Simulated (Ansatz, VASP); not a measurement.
## K in VASP and in Ansatz

```
K
1.0
     4.10259    0.00000    0.00000
     0.00000    4.10259    0.00000
     0.00000    0.00000    4.10259
K
1
Direct
  0.00000 0.00000 0.00000
```

Alike in both runs: functional LDA; k mesh 10 × 10 × 10; occupations gaussian, width 0.1 eV; no spin polarisation.

Ansatz relaxed the structure, and its values are those at the end. VASP's run is a single point on that final structure, the one shown.

|  | VASP | Ansatz |
| --- | --- | --- |
| version | VASP 6.6.1 | Ansatz 0.2.0 |
| potentials or method | VASP PAW LDA potentials, release 64 (K_sv), cutoff 520 eV | scalar-relativistic, plane waves, PAW |
| valence electrons in the cell | 9 | 9 |

|  | VASP | Ansatz | Ansatz less VASP |
| --- | --- | --- | --- |
| gap on the k mesh at the Fermi level (eV) | none | none | - |
| pressure (GPa) | 0.0 | 0.0 | +0.01 |

LDA's correlation is that of Perdew and Zunger in VASP and of Perdew and Wang (1992) in Ansatz. A gap of «none» marks a metal or a gap that the smearing closes.
